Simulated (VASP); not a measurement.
**C: single point with r2SCAN**

Crystal: C.

```
CELL_PARAMETERS angstrom
1.21596 -2.14796 0.00912
1.22325 2.15217 -0.04137
-0.09419 -0.08515 7.14765
ATOMIC_POSITIONS crystal
C 0.10349 0.94562 0.74880
C 0.59081 0.41384 0.23941
C 0.92426 0.08600 0.24211
C 0.42852 0.58933 0.74862
```

```
Program             : VASP 6.6.1
Task                : single point
Functional          : r2SCAN
Potentials or basis : VASP PAW PBE potentials, release 64 (C)
Cutoff              : 520 eV
k mesh              : 4 × 4 × 2
Occupations         : gaussian, width 0.1 eV
Spin                : no spin polarisation
```

The pressure is -0.8 GPa and the largest force is 3.213 eV/Å.

Forces on the atoms (eV/Å):
```
C   -2.444 -2.085  0.021
C    0.437  0.426  0.343
C   -0.433 -0.427 -0.320
C    2.440  2.086 -0.044
```

Stress tensor (GPa, compression positive):
```
  8.26   0.53  -0.04
  0.53 -10.74   0.03
 -0.04   0.03   0.01
```

It took 62 s on 1 thread of Intel Xeon 8259CL, with other jobs on the host, peak memory 0.15 GiB.

Caveat: the k points lie up to 0.74 Å⁻¹ apart; the PAW data sets were made with another functional, which shifts forces and pressure a little.
